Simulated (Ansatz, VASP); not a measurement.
# One calculation of Se, two programs

POSCAR

```
Se
1.0
    4.5048207049      0.0000000000      0.0000000000
   -2.2524103524      3.9012891699      0.0000000000
    0.0000000000      0.0000000000      4.9787963167
Se
3
Direct
    0.1982826118      0.0196103682      0.3633333333
    0.0196103682      0.1982826118      0.6366666667
    0.7821070200      0.7821070200      0.0000000000
```

The input INCAR.step1:

```
  ALGO = Normal
  EDIFF = 1E-4
  ENCUT = 520
  GGA = PE
  ISMEAR = -1
  LASPH = True
  LCHARG = False
  LREAL = False
  LWAVE = True
  NBANDS = 16
  NELM = 80
  PREC = Accurate
  SIGMA = 0.03
```

The input INCAR.step2:

```
  ALGO = Normal
  EDIFF = 1E-8
  ENCUT = 520
  ISIF = 2
  ISMEAR = -1
  ISTART = 1
  LASPH = True
  LCHARG = False
  LEFG = True
  LMIXTAU = True
  LREAL = False
  LWAVE = False
  METAGGA = R2SCAN
  NBANDS = 16
  NELM = 80
  PREC = Accurate
  SIGMA = 0.03
```

The input KPOINTS:

```
k-points
0
Gamma
  6 6 5
```

Input for Ansatz:

```yaml
crystal:
  lattice:
    - [4.5048207049, 0.0, 0.0]
    - [-2.2524103524, 3.9012891699, 0.0]
    - [0.0, 0.0, 4.9787963167]
  atoms:
    - { symbol: Se, position: [0.1982826118, 0.0196103682, 0.3633333333] }
    - { symbol: Se, position: [0.0196103682, 0.1982826118, 0.6366666667] }
    - { symbol: Se, position: [0.78210702, 0.78210702, 0.0] }
kpoints:
  mp_grid: { grid: [6, 6, 5] }
scf:
  occupations: { method: fermi_dirac, width: 0.03 }
hamiltonian:
  xc: r2scan
  pseudopotentials: { kind: paw }
output:
  forces: true
  stress: true
  eigenvalues: true
  efg: { contact_densities: true }
  populations: true
  write_density: true
  write_potential: true
  elf: true
  volumetric_format: npy
```

Change from the starting cell: shortest bond scaled by 0.82, PAW files.

Alike in both runs: task electric field gradients; functional r2SCAN; k mesh 6 × 6 × 5; occupations fermi-dirac, width 0.03 eV; no spin polarisation.

|  | VASP | Ansatz |
| --- | --- | --- |
| version | VASP 6.6.1 | Ansatz 0.2.0 |
| potentials or method | VASP PAW PBE potentials, release 64 (Se) | PAW with Ansatz's default frozen-core files, scalar-relativistic |
| plane-wave cutoff (eV) | 520 | 500 |
| valence electrons in the cell | 18 | 48 |

|  | VASP | Ansatz | Ansatz less VASP |
| --- | --- | --- | --- |
| gap on the k mesh at the Fermi level (eV) | 1.18 | 1.19 | +0.018 |
| pressure (GPa) | 12.9 | 12.6 | -0.30 |
| traceless stress, the component that is largest in VASP (GPa) | -15.67 | -15.36 | +0.308 |
| rms of the force components (eV/Å) | 4.713 | 4.616 | -0.0971 |
| size of Vzz on the site where it differs most (V/Å²) | 365.7 | 391.2 | +25.48 |

VASP's potentials were made for PBE, not for r2SCAN. Atom by atom the forces differ by 0.097 eV/Å (rms over components). The functional is the same, so the differences come from potentials, cutoffs and numerics. VASP's potentials hold 18 valence electrons a cell and Ansatz's 48, so a difference there can come from the potentials and not from the codes.
